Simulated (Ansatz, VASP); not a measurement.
**Two plane-wave programs on GaN**

```
Ga N
1.0
     0.00000    2.13433    2.13433
     2.13433    0.00000    2.13433
     2.13433    2.13433    0.00000
Ga N
1 1
Direct
  0.00000 0.00000 0.00000
  0.50000 0.50000 0.50000
```

Alike in both runs: functional PBE; k mesh 15 × 15 × 15; occupations fermi-dirac, width 0.1 eV; no spin polarisation.

Ansatz relaxed the structure, and its values are those at the end. VASP's run is a single point on that final structure, the one shown.

|  | VASP | Ansatz |
| --- | --- | --- |
| version | VASP 6.6.1 | Ansatz 0.2.0 |
| potentials or method | VASP PAW PBE potentials, release 64 (Ga_d, N) | PAW with Ansatz's default frozen-core files, scalar-relativistic |
| plane-wave cutoff (eV) | 520 | 420 |
| valence electrons in the cell | 18 | 18 |

Ansatz gave:

| Item | Value |
| --- | --- |
| pressure (GPa) | 0.0 |

Question: Which values does VASP return?

Answer: Pressure (GPa): 0.8.

With one functional, cell and mesh, what is left measures potentials, basis and numerics.
